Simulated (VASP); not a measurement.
# GaSi16 (a cell with a defect) in VASP: single point with PBE+D3(BJ)

Aim: the single point of GaSi16 (a cell with a defect) with PBE+D3(BJ).

Everything below comes from runs of VASP 6.6.1. Logs are shortened: lines on timing, memory, paths and dates and some standing lists are left out, and cuts for length are marked.

## (1) The cell of the first run

The cell holds a defect, 17 atoms: a = 7.679 Å, b = 7.679 Å, c = 7.679 Å, α = 60.00°, β = 60.00°, γ = 60.00°.

## (2) Single point, PBE+D3(BJ), collinear spin, zero start

Input file INCAR:

```
  PREC = Accurate
  ENCUT = 520
  EDIFF = 1E-6
  ISMEAR = 0
  SIGMA = 0.02
  LREAL = Auto
  LASPH = True
  NELM = 150
  ALGO = Normal
  ISIF = 2
  LWAVE = False
  LCHARG = True
  ISPIN = 2
  MAGMOM = 0 0 0 0 0 0 0 0 0 0 0 0 0 0 0 0 0
  LORBIT = 11
  GGA = PE
  IVDW = 12
  LELF = True
  LVHAR = True
  NBANDS = 56
```

Input file KPOINTS:

```
regular mesh
0
Gamma
  2 2 2
```

Input file POSCAR:

```
GaSi16
1.0
    0.0000000000      5.4300000000      5.4300000000
    5.4300000000      0.0000000000      5.4300000000
    5.4300000000      5.4300000000      0.0000000000
Si Ga
16 1
Direct
    0.0015055249      0.0008338858     -0.0038279926
    0.1227445672      0.1216099448      0.1276878453
    0.0015823204      0.0008464088      0.5011751381
    0.1252264273      0.1246737569      0.6248864641
   -0.0130027624      0.5040001842      0.0042412523
    0.1225778085      0.6272676796      0.1275934622
    0.0014731123      0.4959438306      0.5011265193
    0.1227932781      0.6273776243      0.6218525783
    0.5051024862     -0.0145730203      0.0043838858
    0.6279743094      0.1216094843      0.1276883057
    0.4964084715      0.0008476980      0.5011767956
    0.6281544199      0.1217538674      0.6219534991
    0.5047802947      0.5040031308      0.0042453039
    0.6257393186      0.6241614180      0.1243862799
    0.5051201657      0.5041512891      0.4856231123
    0.6279929098      0.6273774401      0.6218525783
    0.3757590239      0.3741148250      0.8743932781
```

Potentials or basis: VASP PAW PBE potentials, release 64 (Si, Ga_d).

Launch:

```console
cat potpaw_PBE.64/Si/POTCAR potpaw_PBE.64/Ga_d/POTCAR > POTCAR
mpirun -np 1 vasp_std > vasp.out
```

OUTCAR:

```text
PREC = Accurate
   ENCUT = 520
   EDIFF = 1E-6
   ISMEAR = 0
   LREAL = Auto
   LASPH = True
   NELM = 150
   ISIF = 2
   ISPIN = 2
   LORBIT = 11
   GGA = PE
   IVDW = 12
 IVDW          = 12

 ion  position               nearest neighbor table
   1  0.002  0.001  0.996-   4 2.33   2 2.34  10 2.34   6 2.34
   2  0.123  0.122  0.128-   3 2.34   1 2.34   9 2.40   5 2.40  17 2.74
   3  0.002  0.001  0.501-   4 2.33  12 2.34   8 2.34   2 2.34
   4  0.125  0.125  0.625-  11 2.33   3 2.33   7 2.33   1 2.33
   5  0.987  0.504  0.004-  14 2.27   6 2.40   8 2.40   2 2.40  17 2.44
   6  0.123  0.627  0.128-   7 2.34   1 2.34   5 2.40  13 2.40  17 2.75
   7  0.001  0.496  0.501-   4 2.33   8 2.34  16 2.34   6 2.34
   8  0.123  0.627  0.622-   3 2.34   7 2.34  15 2.40   5 2.40  17 2.74
   9  0.505  0.985  0.004-  14 2.27   2 2.40  10 2.40  12 2.40  17 2.44
  10  0.628  0.122  0.128-  11 2.34   1 2.34   9 2.40  13 2.40  17 2.74
  11  0.496  0.001  0.501-   4 2.33  12 2.34  16 2.34  10 2.34
  12  0.628  0.122  0.622-   3 2.34  11 2.34  15 2.40   9 2.40  17 2.74
  13  0.505  0.504  0.004-  14 2.27   6 2.40  10 2.40  16 2.40  17 2.44
  14  0.626  0.624  0.124-  15 2.26   5 2.27  13 2.27   9 2.27
  15  0.505  0.504  0.486-  14 2.26   8 2.40  16 2.40  12 2.40  17 2.44
  16  0.628  0.627  0.622-  11 2.34   7 2.34  15 2.40  13 2.40  17 2.74
  17  0.376  0.374  0.874-   9 2.44  13 2.44   5 2.44  15 2.44  12 2.74  16 2.74   8 2.74  10 2.74
                             2 2.74   6 2.75

  LATTYP: Found a face centered cubic cell.
 ALAT       =    10.8600000000

  Lattice vectors:

 A1 = (   0.0000000000,   5.4300000000,   5.4300000000)
 A2 = (   5.4300000000,   0.0000000000,   5.4300000000)
 A3 = (   5.4300000000,   5.4300000000,   0.0000000000)

Analysis of symmetry for initial positions (statically):
=====================================================================
 Subroutine PRICEL returns:
 Original cell was already a primitive cell.

 Routine SETGRP: Setting up the symmetry group for a
 face centered cubic supercell.

 Subroutine GETGRP returns: Found  1 space group operations
 (whereof  1 operations were pure point group operations)
 out of a pool of 48 trial point group operations.

The static configuration has the point symmetry C_1 .

Analysis of symmetry for dynamics (positions and initial velocities):
=====================================================================
 Subroutine PRICEL returns:
 Original cell was already a primitive cell.

 Routine SETGRP: Setting up the symmetry group for a
 face centered cubic supercell.

 Subroutine GETGRP returns: Found  1 space group operations
 (whereof  1 operations were pure point group operations)
 out of a pool of 48 trial point group operations.

The dynamic configuration has the point symmetry C_1 .

Analysis of structural, dynamic, and magnetic symmetry:
=====================================================================
 Subroutine PRICEL returns:
 Original cell was already a primitive cell.

 Routine SETGRP: Setting up the symmetry group for a
 face centered cubic supercell.

 Subroutine GETGRP returns: Found  1 space group operations
 (whereof  1 operations were pure point group operations)
 out of a pool of 48 trial point group operations.

The overall configuration has the point symmetry C_1 .

 Subroutine INISYM returns: Found  1 space group operations
 (whereof  1 operations are pure point group operations),
 and found     1 'primitive' translations

----------------------------------------------------------------------------------------

                                     Primitive cell

  volume of cell :     320.2060

  direct lattice vectors                    reciprocal lattice vectors
     0.000000000  5.430000000  5.430000000    -0.092081031  0.092081031  0.092081031
     5.430000000  0.000000000  5.430000000     0.092081031 -0.092081031  0.092081031
     5.430000000  5.430000000  0.000000000     0.092081031  0.092081031 -0.092081031

  length of vectors
     7.679179644  7.679179644  7.679179644     0.159489025  0.159489025  0.159489025

  position of ions in fractional coordinates (direct lattice)
     0.001505525  0.000833886  0.996172007
     0.122744567  0.121609945  0.127687845
     0.001582320  0.000846409  0.501175138
[... 78 lines left out ...]
   NGXF,Y,Z  is equivalent  to a cutoff of  25.98, 25.98, 25.98 a.u.
 SYSTEM =  unknown system
   PREC   = accura    normal or accurate (medium, high low for compatibility)
   ISTART =      0    job   : 0-new  1-cont  2-samecut
   ICHARG =      2    charge: 1-file 2-atom 10-const
   ISPIN  =      2    spin polarized calculation?
   LNONCOLLINEAR =      F non collinear calculations
   LSORBIT =      F    spin-orbit coupling
   LASPH  =      T    aspherical Exc in radial PAW
   ENCUT  =  520.0 eV  38.22 Ry    6.18 a.u.  14.28 14.28 14.28*2*pi/ulx,y,z
   NELM   =    150;   NELMIN=  2; NELMDL= -5     # of ELM steps
   EDIFF  = 0.1E-05   stopping-criterion for ELM
   LREAL  =      T    real-space projection
   EDIFFG = 0.1E-04   stopping-criterion for IOM
   NSW    =      0    number of steps for IOM
   IBRION =     -1    ionic relax: 0-MD 1-quasi-New 2-CG
   NFREE  =      0    steps in history (QN), initial steepest desc. (CG)
   ISIF   =      2    stress and relaxation
   ISYM   =      2    0-nonsym 1-usesym 2-fastsym
   POTIM  = 0.5000    time-step for ionic-motion
   TEBEG  =    0.0;   TEEND  =   0.0 temperature during run
   PSTRESS=    0.0 pullay stress
   NELECT =      77.0000    total number of electrons
   NUPDOWN=      -1.0000    fix difference up-down
   EMIN   =  10.00;   EMAX   =-10.00  energy-range for DOS
   EFERMI =   0.00;   METHOD = LEGACY
   ISMEAR =     0;   SIGMA  =   0.02  broadening in eV -4-tet -1-fermi 0-gaus
   EFERMI_NEDOS =   21; number of points for ismear=-14 and -15
   IALGO  =     38    algorithm
   IMIX   =      4    mixing-type and parameters
     AMIX     =   0.40;   BMIX     =  1.00
     AMIX_MAG =   1.60;   BMIX_MAG =  1.00
  volume/ion in A,a.u.               =      18.84       127.11
  Fermi-wavevector in a.u.,A,eV,Ry     =   1.018033  1.923804 14.100962  1.036391
  Thomas-Fermi vector in A             =   2.151468
   LORBIT       =     11    0 simple, 1 ext, 2 COOP (PROOUT), +10 PAW based schemes
   GGA     = PE    functional components
   LHFCALC =     F    Hartree Fock is set to
   AEXX    =    0.0000 exact exchange contribution
   IVDW    =    12    specifies the selected vdW correction
   LEPSILON=     F    determine dielectric tensor
   LRPA    =     F    only Hartree local field effects (RPA)
 spin polarized calculation
 Gauss-broadening in eV      SIGMA  =   0.02
  energy-cutoff  :      520.00
  volume of cell :      320.21
 maximum number of plane-waves:      8646
 NGX is ok and might be reduce to    60
   NGX = 29   NGY = 29   NGZ = 29

 number of electron      76.9999991 magnetization       0.0016015

 number of electron      76.9999991 magnetization      -0.0012749

 Free energy of the ion-electron system (eV)
  ---------------------------------------------------
  ext. energy  EPLUGINS =         0.00000000
  ---------------------------------------------------
  free energy    TOTEN  =       -85.65951756 eV

  energy without entropy =      -85.65669908  energy(sigma->0) =      -85.65810832

 E-fermi :   6.8810     XC(G=0):  -9.7302

 val. band max:        6.8809587031   @ k =   0.0000   0.0000   0.0000
 cond. band min:       6.8819469831   @ k =   0.0000   0.0000   0.0000
 fundamental gap:      0.0009882800
 Fermi energy:         6.8809790944

 spin component 1

 k-point     1 :       0.0000    0.0000    0.0000
  band No.  band energies     occupation
      1      -8.6907      1.00000
      2      -8.6907      1.00000
      3      -8.6906      1.00000
      4      -8.6716      1.00000
      5      -8.6716      1.00000
      6      -6.1616      1.00000
[... 413 lines left out ...]
     49      10.3078      0.00000
     50      10.4813      0.00000
 Fermi energy:         6.8809790944

 spin component 2

 k-point     1 :       0.0000    0.0000    0.0000
  band No.  band energies     occupation
      1      -8.6907      1.00000
      2      -8.6907      1.00000
      3      -8.6906      1.00000
      4      -8.6716      1.00000
      5      -8.6716      1.00000
      6      -6.1617      1.00000
[... 413 lines left out ...]
     49      10.3080      0.00000
     50      10.4808      0.00000
 [bands above 50 left out]

------------------------ aborting loop because EDIFF is reached ----------------------------------------

 Edisp (eV)   -5.62360

 E8    (eV) :    -2.3457

  FORCE on cell =-STRESS in cart. coord.  units (eV):
  Direction    XX          YY          ZZ          XY          YZ          ZX
  --------------------------------------------------------------------------------------
  -------------------------------------------------------------------------------------
  Total       6.59513     6.57736     6.57720    -0.00219     0.02419     0.00195
  in kB      32.99927    32.91036    32.90959    -0.01097     0.12106     0.00976
  external pressure =       32.94 kB  Pullay stress =        0.00 kB

 VOLUME and BASIS-vectors are now :
 -----------------------------------------------------------------------------
  energy-cutoff  :      520.00
  volume of cell :      320.21
      direct lattice vectors                 reciprocal lattice vectors
     0.000000000  5.430000000  5.430000000    -0.092081031  0.092081031  0.092081031
     5.430000000  0.000000000  5.430000000     0.092081031 -0.092081031  0.092081031
     5.430000000  5.430000000  0.000000000     0.092081031  0.092081031 -0.092081031

 POSITION                                       TOTAL-FORCE (eV/Angst)
 -----------------------------------------------------------------------------------
      5.41374      5.41739      0.01270        -0.008346     -0.000716      0.000623
      1.35369      1.35985      1.32685        -0.001269     -0.005974     -0.006840
      2.72598      2.72997      0.01319        -0.000232      0.001980      0.005682
      4.07011      4.07311      1.35696         0.009131      0.001039     -0.001156
      2.75975      5.38243      8.09612         0.000192     -0.001842     -0.002829
      4.09890      1.35843      4.07166         0.009939     -0.002363      0.002362
[... 9 lines left out ...]
      6.78332      6.78666      6.81666         0.001883      0.005673      0.005972
      6.77940      6.78833      4.07181         0.003373     -0.000617      0.000700
 -----------------------------------------------------------------------------------
    total drift:                                0.002799     -0.001242      0.002228

  FREE ENERGIE OF THE ION-ELECTRON SYSTEM (eV)
  ---------------------------------------------------
  free  energy   TOTEN  =       -91.2831135620 eV

  energy  without entropy=      -91.2802950828  energy(sigma->0) =      -91.28170432

 total charge

# of ion       s       p       d       tot
------------------------------------------
    1        0.746   0.955   0.000   1.701
    2        0.745   0.930   0.000   1.675
    3        0.746   0.955   0.000   1.701
    4        0.736   0.969   0.000   1.705
    5        0.757   0.942   0.000   1.699
    6        0.745   0.930   0.000   1.675
[... 9 lines left out ...]
   16        0.745   0.930   0.000   1.675
   17        1.085   0.714  10.057  11.856
--------------------------------------------------
tot         13.060  15.858  10.057  38.975

 magnetization (x)

# of ion       s       p       d       tot
------------------------------------------
    1        0.000  -0.000   0.000  -0.000
    2       -0.000   0.000   0.000  -0.000
    3        0.000  -0.000   0.000  -0.000
    4        0.000   0.000   0.000   0.000
    5       -0.000  -0.000   0.000  -0.000
    6       -0.000  -0.000   0.000  -0.000
[... 9 lines left out ...]
   16       -0.000   0.000   0.000  -0.000
   17        0.000   0.000  -0.000   0.000
--------------------------------------------------
tot         -0.000  -0.000  -0.000  -0.000
```

It took 3.9 min on 1 thread of Intel Xeon 6975P-C (Granite Rapids), shared host; peak memory 0.72 GiB.

Results:

| Property | Result |
| --- | --- |
| Free energy | -91.2831 eV |
| Pressure | 3.3 GPa |
| Largest force | 0.012 eV/Å |
| Net moment | 0.00 μB per cell |
| Valence electrons inside the program's atomic spheres | Si 1.70, 1.68, 1.71, 1.76 (each value once); Ga 11.86 |
| Dispersion energy per atom | -0.331 eV |

Forces on the atoms (eV/Å):
```
Si  -0.008 -0.001  0.001
Si  -0.001 -0.006 -0.007
Si   0.000  0.002  0.006
Si   0.009  0.001 -0.001
Si   0.000 -0.002 -0.003
Si   0.010 -0.002  0.002
Si  -0.012  0.002 -0.002
Si   0.002 -0.006 -0.006
Si  -0.002  0.002 -0.002
Si  -0.001  0.007  0.006
Si   0.000 -0.005 -0.002
Si  -0.007  0.001 -0.001
Si   0.000  0.003  0.002
Si   0.006 -0.002  0.001
Si  -0.001  0.000  0.000
Si   0.002  0.006  0.006
Ga   0.003 -0.001  0.001
```

Levels at points of the mesh, in eV from the Fermi level:
Spin up:
```csv
k point,band 35,band 36,band 37,band 38,band 39,band 40,band 41,band 42
"(0.00, 0.00, 0.00)",-1.76,-0.72,-0.72,-0.72,-0.17,-0.17,-0.17,0.00
"(0.50, 0.00, 0.00)",-1.48,-1.45,-1.44,-1.11,0.13,0.60,0.60,0.87
"(0.00, 0.50, 0.00)",-1.48,-1.45,-1.45,-1.11,0.13,0.61,0.61,0.87
"(0.00, 0.00, 0.50)",-1.48,-1.45,-1.45,-1.11,0.13,0.61,0.61,0.87
"(0.50, 0.50, 0.50)",-1.48,-1.45,-1.44,-1.11,0.13,0.60,0.60,0.87
"(0.50, 0.50, 0.00)",-2.07,-1.98,-1.92,-0.66,0.27,1.12,1.23,1.34
"(0.00, 0.50, 0.50)",-2.07,-1.98,-1.92,-0.66,0.27,1.12,1.23,1.34
"(0.50, 0.00, 0.50)",-2.07,-1.98,-1.92,-0.66,0.27,1.12,1.23,1.34
```
Spin down:
```
           k point  band 35  band 36  band 37  band 38  band 39  band 40  band 41  band 42
(0.00, 0.00, 0.00)    -1.76    -0.72    -0.72    -0.72    -0.17    -0.17    -0.17     0.00
(0.50, 0.00, 0.00)    -1.48    -1.45    -1.44    -1.11     0.13     0.60     0.60     0.87
(0.00, 0.50, 0.00)    -1.48    -1.45    -1.45    -1.11     0.13     0.61     0.61     0.87
(0.00, 0.00, 0.50)    -1.48    -1.45    -1.45    -1.11     0.13     0.61     0.61     0.87
(0.50, 0.50, 0.50)    -1.48    -1.45    -1.44    -1.11     0.13     0.60     0.60     0.87
(0.50, 0.50, 0.00)    -2.07    -1.98    -1.92    -0.66     0.27     1.12     1.23     1.34
(0.00, 0.50, 0.50)    -2.07    -1.98    -1.92    -0.66     0.27     1.12     1.23     1.34
(0.50, 0.00, 0.50)    -2.07    -1.98    -1.92    -0.66     0.27     1.12     1.23     1.34
```

Caveat: the k points lie up to 0.50 Å⁻¹ apart.
